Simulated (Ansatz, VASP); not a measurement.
# F: VASP beside Ansatz

```
CELL_PARAMETERS angstrom
2.90359 0.00000 0.00000
-1.45179 2.51458 0.00000
0.00000 0.00000 2.92053
ATOMIC_POSITIONS crystal
F 0.33333 0.66667 0.25000
F 0.66667 0.33333 0.75000
```

Alike in both runs: functional PBE; k mesh 19 × 19 × 10; occupations fermi-dirac, width 0.08 eV; no spin polarisation.

Ansatz relaxed the structure, and its values are those at the end. VASP's run is a single point on that final structure, the one shown.

```csv
,VASP,Ansatz
version,VASP 6.6.1,Ansatz 0.2.0
potentials or method,"VASP PAW PBE potentials, release 64 (F)","PAW with Ansatz's earlier generated frozen-core files (soft_1), scalar-relativistic"
plane-wave cutoff (eV),520,420
valence electrons in the cell,14,14
```

Ansatz gave:

* pressure (GPa): 0.0

Problem. Which values does VASP return?

Solution. Pressure (GPa): -0.7.
